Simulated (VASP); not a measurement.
# TaN (I4/mmm) in VASP: a series of runs

Runs on TaN. Level: PBEsol. Tasks: single point.

Everything below comes from runs of VASP 6.6.1. Logs are shortened: lines on timing, memory, paths and dates and some standing lists are left out, and cuts for length are marked.

### 1 The cell of the first run

It takes space group I4/mmm (No. 139, tetragonal). The conventional cell has a = 2.985 Å, b = 2.985 Å, c = 4.644 Å, α = 90.00°, β = 90.00°, γ = 90.00°. Ta (site symmetry 4/mmm) has 6 N at 2.11 to 2.32 Å within 2.8 Å. N (site symmetry 4/mmm) has 6 Ta at 2.11 to 2.32 Å within 2.8 Å.

### 2 Single point, PBEsol

Contents of INCAR:

```
PREC = Accurate
ENCUT = 520
EDIFF = 1E-7
ISMEAR = 0
SIGMA = 0.15
LREAL = False
LASPH = True
NELM = 60
ALGO = Normal
ISIF = 2
LWAVE = False
LCHARG = False
GGA = PS
NBANDS = 15
```

Contents of KPOINTS:

```
regular mesh
0
Gamma
  20 20 20
```

Contents of POSCAR:

```
TaN
1.0
    0.0000000000      2.1108611581      2.3219472739
    2.1108611581      0.0000000000      2.3219472739
    2.1108611581      2.1108611581      0.0000000000
Ta N
1 1
Direct
    0.5000000000      0.5000000000      0.5000000000
    0.0000000000      0.0000000000      0.0000000000
```

Potentials or basis: VASP PAW PBE potentials, release 64 (Ta_pv, N).

On the command line:

```sh
$ cat potpaw_PBE.64/Ta_pv/POTCAR potpaw_PBE.64/N/POTCAR > POTCAR
$ mpirun -np 1 vasp_std > vasp.out
```

OUTCAR:

```text
PREC = Accurate
   ENCUT = 520
   EDIFF = 1E-7
   ISMEAR = 0
   LREAL = False
   LASPH = True
   NELM = 60
   ISIF = 2
   GGA = PS

 ion  position               nearest neighbor table
   1  0.500  0.500  0.500-   2 2.11   2 2.11   2 2.11   2 2.11   2 2.32   2 2.32
   2  0.000  0.000  0.000-   1 2.11   1 2.11   1 2.11   1 2.11   1 2.32   1 2.32

  LATTYP: Found a body centered tetragonal cell.
 ALAT       =     2.9852084781
 C/A-ratio  =     1.5556349186

  Lattice vectors:

 A1 = (  -2.1108611581,   0.0000000000,   2.3219472739)
 A2 = (   2.1108611581,   0.0000000000,   2.3219472739)
 A3 = (   0.0000000000,   2.1108611581,  -2.3219472739)

Analysis of symmetry for initial positions (statically):
=====================================================================
 Subroutine PRICEL returns:
 Original cell was already a primitive cell.

 Routine SETGRP: Setting up the symmetry group for a
 body centered tetragonal supercell.

 Subroutine GETGRP returns: Found 16 space group operations
 (whereof 16 operations were pure point group operations)
 out of a pool of 16 trial point group operations.

The static configuration has the point symmetry D_4h.

Analysis of symmetry for dynamics (positions and initial velocities):
=====================================================================
 Subroutine PRICEL returns:
 Original cell was already a primitive cell.

 Routine SETGRP: Setting up the symmetry group for a
 body centered tetragonal supercell.

 Subroutine GETGRP returns: Found 16 space group operations
 (whereof 16 operations were pure point group operations)
 out of a pool of 16 trial point group operations.

The dynamic configuration has the point symmetry D_4h.

 Subroutine INISYM returns: Found 16 space group operations
 (whereof 16 operations are pure point group operations),
 and found     1 'primitive' translations

----------------------------------------------------------------------------------------

                                     Primitive cell

  volume of cell :      20.6920

  direct lattice vectors                    reciprocal lattice vectors
     0.000000000  2.110861158  2.321947274    -0.236870150  0.236870150  0.215336500
     2.110861158  0.000000000  2.321947274     0.236870150 -0.236870150  0.215336500
     2.110861158  2.110861158  0.000000000     0.236870150  0.236870150 -0.215336500

  length of vectors
     3.138020709  3.138020709  2.985208478     0.398227001  0.398227001  0.398227001

  position of ions in fractional coordinates (direct lattice)
     0.500000000  0.500000000  0.500000000
     0.000000000  0.000000000  0.000000000

  ion indices of the primitive-cell ions
   primitive index   ion index
                 1           1
                 2           2

----------------------------------------------------------------------------------------

 KPOINTS: regular mesh

Automatic generation of k-mesh.
 Grid dimensions read from file:
 generate k-points for:   20   20   20

 Generating k-lattice:

  Cartesian coordinates                     Fractional coordinates (reciprocal lattice)
    -0.011843508  0.011843508  0.010766825     0.050000000  0.000000000  0.000000000
     0.011843508 -0.011843508  0.010766825     0.000000000  0.050000000  0.000000000
     0.011843508  0.011843508 -0.010766825    -0.000000000 -0.000000000  0.050000000

  Length of vectors
     0.019911350  0.019911350  0.019911350

  Shift w.r.t. Gamma in fractional coordinates (k-lattice)
     0.000000000  0.000000000  0.000000000

 Subroutine IBZKPT returns following result:
 ===========================================

 Found    641 irreducible k-points:

 Following reciprocal coordinates:
            Coordinates               Weight
  0.000000  0.000000  0.000000      1.000000
  0.050000  0.000000  0.000000      8.000000
  0.100000  0.000000  0.000000      8.000000
  0.150000  0.000000  0.000000      8.000000
  0.200000  0.000000  0.000000      8.000000
  0.250000  0.000000  0.000000      8.000000
[... 16 lines left out ...]
 -0.400000  0.050000  0.000000      8.000000
 -0.350000  0.050000  0.000000      8.000000
 [... further k-points ...]
   k-points           NKPTS =    641   k-points in BZ     NKDIM =    641   number of bands    NBANDS=     15
   number of dos      NEDOS =    301   number of ions     NIONS =      2
   total plane-waves  NPLWV =  13824
   dimension x,y,z NGX =    24 NGY =   24 NGZ =   24
   dimension x,y,z NGXF=    48 NGYF=   48 NGZF=   48
   ions per type =               1   1
   NGX,Y,Z   is equivalent  to a cutoff of  12.71, 12.71, 13.37 a.u.
   NGXF,Y,Z  is equivalent  to a cutoff of  25.43, 25.43, 26.73 a.u.
 SYSTEM =  unknown system
   PREC   = accura    normal or accurate (medium, high low for compatibility)
   ISTART =      0    job   : 0-new  1-cont  2-samecut
   ICHARG =      2    charge: 1-file 2-atom 10-const
   ISPIN  =      1    spin polarized calculation?
   LNONCOLLINEAR =      F non collinear calculations
   LSORBIT =      F    spin-orbit coupling
   LASPH  =      T    aspherical Exc in radial PAW
   ENCUT  =  520.0 eV  38.22 Ry    6.18 a.u.   5.83  5.83  5.55*2*pi/ulx,y,z
   NELM   =     60;   NELMIN=  2; NELMDL= -5     # of ELM steps
   EDIFF  = 0.1E-06   stopping-criterion for ELM
   LREAL  =      F    real-space projection
   EDIFFG = 0.1E-05   stopping-criterion for IOM
   NSW    =      0    number of steps for IOM
   IBRION =     -1    ionic relax: 0-MD 1-quasi-New 2-CG
   NFREE  =      0    steps in history (QN), initial steepest desc. (CG)
   ISIF   =      2    stress and relaxation
   ISYM   =      2    0-nonsym 1-usesym 2-fastsym
   POTIM  = 0.5000    time-step for ionic-motion
   TEBEG  =    0.0;   TEEND  =   0.0 temperature during run
   PSTRESS=    0.0 pullay stress
   NELECT =      16.0000    total number of electrons
   NUPDOWN=      -1.0000    fix difference up-down
   EMIN   =  10.00;   EMAX   =-10.00  energy-range for DOS
   EFERMI =   0.00;   METHOD = LEGACY
   ISMEAR =     0;   SIGMA  =   0.15  broadening in eV -4-tet -1-fermi 0-gaus
   EFERMI_NEDOS =   21; number of points for ismear=-14 and -15
   IALGO  =     38    algorithm
   IMIX   =      4    mixing-type and parameters
     AMIX     =   0.40;   BMIX     =  1.00
     AMIX_MAG =   1.60;   BMIX_MAG =  1.00
  volume/ion in A,a.u.               =      10.35        69.82
  Fermi-wavevector in a.u.,A,eV,Ry     =   1.502615  2.839530 30.719922  2.257851
  Thomas-Fermi vector in A             =   2.613832
   LORBIT       =      0    0 simple, 1 ext, 2 COOP (PROOUT), +10 PAW based schemes
   GGA     = PS    functional components
   LHFCALC =     F    Hartree Fock is set to
   AEXX    =    0.0000 exact exchange contribution
   IVDW    =     0    specifies the selected vdW correction
   LEPSILON=     F    determine dielectric tensor
   LRPA    =     F    only Hartree local field effects (RPA)
 non-spin polarized calculation
 Gauss-broadening in eV      SIGMA  =   0.15
  energy-cutoff  :      520.00
  volume of cell :       20.69
 maximum number of plane-waves:       577
   NGX = 11   NGY = 11   NGZ = 11

 number of electron      16.0000000 magnetization

 Free energy of the ion-electron system (eV)
  ---------------------------------------------------
  ext. energy  EPLUGINS =         0.00000000
  ---------------------------------------------------
  free energy    TOTEN  =       -23.00197500 eV

  energy without entropy =      -22.99270685  energy(sigma->0) =      -22.99734092

 E-fermi :   9.6149     XC(G=0): -13.7244

 val. band max:        9.6077617625   @ k =  -0.1000   0.2000   0.1500
 cond. band min:       9.6191354651   @ k =  -0.4000   0.1000   0.2000
 fundamental gap:      0.0113737026
 Fermi energy:         9.6149117857

 k-point     1 :       0.0000    0.0000    0.0000
  band No.  band energies     occupation
      1     -25.9613      2.00000
      2     -25.9199      2.00000
      3     -25.9199      2.00000
      4      -9.3927      2.00000
      5       5.5464      2.00000
      6       5.9417      2.00000
      7       5.9417      2.00000
      8       6.6964      2.00000
      9       7.9598      2.00000
     10       7.9598      2.00000
     11       8.1688      2.00000
     12      10.3960      0.00000
     13      12.5511      0.00000
     14      19.1799      0.00000
     15      22.1678      0.00000

 k-point     2 :       0.0500    0.0000    0.0000
  band No.  band energies     occupation
      1     -25.9723      2.00000
      2     -25.9391      2.00000
      3     -25.9204      2.00000
      4      -9.3258      2.00000
      5       5.2433      2.00000
      6       5.5627      2.00000
      7       5.7074      2.00000
      8       6.9545      2.00000
      9       8.0398      2.00000
     10       8.0439      2.00000
     11       8.4694      2.00000
     12      10.6864      0.00000
     13      12.7343      0.00000
     14      19.3789      0.00000
     15      22.1676      0.00000

 k-point     3 :       0.1000    0.0000    0.0000
  band No.  band energies     occupation
      1     -26.0351      2.00000
      2     -25.9634      2.00000
      3     -25.9218      2.00000
      4      -9.1298      2.00000
      5       4.5470      2.00000
      6       4.9026      2.00000
      7       5.1564      2.00000
      8       7.3703      2.00000
      9       8.1942      2.00000
     10       8.2494      2.00000
     11       9.1978      1.99992
     12      11.4314      0.00000
     13      13.2333      0.00000
     14      19.9460      0.00000
     15      22.1671      0.00000
[... 343 lines left out ...]
 k-point    23 :      -0.4000    0.0500    0.0000
  band No.  band energies     occupation
      1     -26.8629      2.00000
      2     -26.1097      2.00000
      3     -25.9334      2.00000
      4      -6.3062      2.00000
      5      -0.5782      2.00000
      6       1.9191      2.00000
      7       1.9350      2.00000
      8      10.8173      0.00000
      9      11.0359      0.00000
     10      12.0845      0.00000
     11      13.6323      0.00000
     12      15.9272      0.00000
     13      18.5097      0.00000
     14      21.7772      0.00000
     15      22.1778      0.00000

 k-point    24 :      -0.3500    0.0500    0.0000
  band No.  band energies     occupation
      1     -26.7821      2.00000
      2     -26.0960      2.00000
      3     -25.9275      2.00000
      4      -6.6790      2.00000
      5      -0.0562      2.00000
      6       2.1114      2.00000
      7       2.1703      2.00000
      8      10.1263      0.00000
      9      10.5505      0.00000
     10      11.5463      0.00000
     11      13.1740      0.00000
     12      16.2106      0.00000
     13      17.8175      0.00000
     14      21.7910      0.00000
     15      22.2340      0.00000

 [... further k-points ...]
[... 5 lines left out ...]
  --------------------------------------------------------------------------------------
  -------------------------------------------------------------------------------------
  Total        3.6776110      3.6776110     -2.0655476      0.0000000      0.0000000      0.0000000
  in kB      284.7571819    284.7571819   -159.9352171      0.0000000      0.0000000      0.0000000
  external PRESSURE =     136.5263823 kB  Pullay stress =       0.0000000 kB

 VOLUME and BASIS-vectors are now :
 -----------------------------------------------------------------------------
  energy-cutoff  :      520.00
  volume of cell :       20.69
      direct lattice vectors                 reciprocal lattice vectors
     0.000000000  2.110861158  2.321947274    -0.236870150  0.236870150  0.215336500
     2.110861158  0.000000000  2.321947274     0.236870150 -0.236870150  0.215336500
     2.110861158  2.110861158  0.000000000     0.236870150  0.236870150 -0.215336500

 POSITION                                       TOTAL-FORCE (eV/Angst)
 -----------------------------------------------------------------------------------
      2.11086      2.11086      2.32195         0.000000     -0.000000     -0.000000
      0.00000      0.00000      0.00000        -0.000000      0.000000      0.000000
 -----------------------------------------------------------------------------------
    total drift:                                0.000000     -0.000000     -0.000000

  FREE ENERGIE OF THE ION-ELECTRON SYSTEM (eV)
  ---------------------------------------------------
  free  energy   TOTEN  =       -23.0019750009 eV

  energy  without entropy=      -22.9927068490  energy(sigma->0) =      -22.99734092
```

Run time: 2.7 min. Hardware: 1 thread of Intel Xeon Platinum 8259CL at 2.50GHz (Skylake/Cascade Lake), shared host; peak memory 0.31 GiB.

Results:

```yaml
Free_energy: -23.0020 eV
Pressure: 13.7 GPa
Band_gap_on_the_k_mesh: zero (bands 8 and 9 overlap by 3.74 eV)
```

Stress tensor (GPa, compression positive):
```
 28.48   0.00   0.00
  0.00  28.48   0.00
  0.00   0.00 -15.99
```

Caveat: the cell stands under pressure; the PAW data sets were made with another functional, which shifts forces and pressure a little; spin-orbit coupling is left out, which moves the levels of the heavy elements.

(Part 1 of 2 ends here.)
